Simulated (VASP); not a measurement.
CdF2, 3 atoms in the cell. Symmetry: Fm-3m, No. 225, cubic system. The conventional cell has a = 5.494 Å, b = 5.494 Å, c = 5.494 Å, α = 90.00°, β = 90.00°, γ = 90.00°. Cd (site symmetry m-3m) has 8 F at 2.38 Å within 3.1 Å. Within 3.1 Å of F (site symmetry -43m) lie 4 Cd at 2.38 Å and 6 F at 2.75 Å.  This cell differs from its parent crystal: volume scaled by 1.06.

- Program: VASP 6.6.1
- Task: electric field gradients
- Functional: LDA
- Potentials or basis: VASP PAW LDA potentials, release 64 (Cd, F)
- Cutoff: 520 eV
- k mesh: 8 × 8 × 8
- Occupations: fermi-dirac, width 0.02 eV
- Spin: no spin polarisation
- Dipole correction: no
- Further INCAR settings: ALGO = Normal; EDIFF = 1e-08; NBANDS = 20

Potentials or basis: VASP PAW LDA potentials, release 64 (Cd, F).

The run is started by

```bash
$ cat potpaw_LDA.64/Cd/POTCAR potpaw_LDA.64/F/POTCAR > POTCAR
$ mpirun -np 1 vasp_std > vasp.out
```

Hardware: 1 thread of Intel(R) Xeon(R) 6975P-C (Granite Rapids) (shared host).

How long does it take, and how much memory?

Run time: 13 s on 1 thread of Intel(R) Xeon(R) 6975P-C (Granite Rapids), with other jobs on the host, peak memory 0.16 GiB. Counts: scf iterations 15, k points 29.
